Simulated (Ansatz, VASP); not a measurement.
**One calculation of InSe, two programs**

```
CELL_PARAMETERS angstrom
4.00000 0.00000 0.00000
-2.00000 3.46410 0.00000
0.00000 0.00000 51.20000
ATOMIC_POSITIONS crystal
Se 0.33333 0.66667 0.17948
Se 0.33333 0.66667 0.28187
Se 0.00000 0.00000 0.33728
Se 0.00000 0.00000 0.43966
In 0.00000 0.00000 0.20385
In 0.00000 0.00000 0.25741
In 0.66667 0.33333 0.36173
In 0.66667 0.33333 0.41529
```

Alike in both runs: functional LDA; k mesh 12 × 12 × 1; no spin polarisation.

Ansatz relaxed the structure, and its values are those at the end. VASP's run is a single point on that final structure, the one shown.

```csv
,VASP,Ansatz
version,VASP 6.6.1,Ansatz 0.2.0
potentials or method,"VASP PAW LDA potentials, release 64 (Se, In_d)","scalar-relativistic, plane waves, PAW"
plane-wave cutoff (eV),520,420
occupations,"gaussian, width 0.01 eV",fixed
valence electrons in the cell,76,116
```

|  | VASP | Ansatz | Ansatz less VASP |
| --- | --- | --- | --- |
| gap on the k mesh at the Fermi level (eV) | 0.87 | 0.86 | -0.009 |
| least direct gap on the mesh (eV) | 0.95 | 0.95 | -0.009 |
| rms of the force components (eV/Å) | 0.012 | 0.000 | -0.0118 |

LDA's correlation is that of Perdew and Zunger in VASP and of Perdew and Wang (1992) in Ansatz. VASP's potentials hold 76 valence electrons a cell and Ansatz's 116, so a difference there can come from the potentials and not from the codes. Ansatz's warnings: slab cell height set, xc potential rough in thin density.
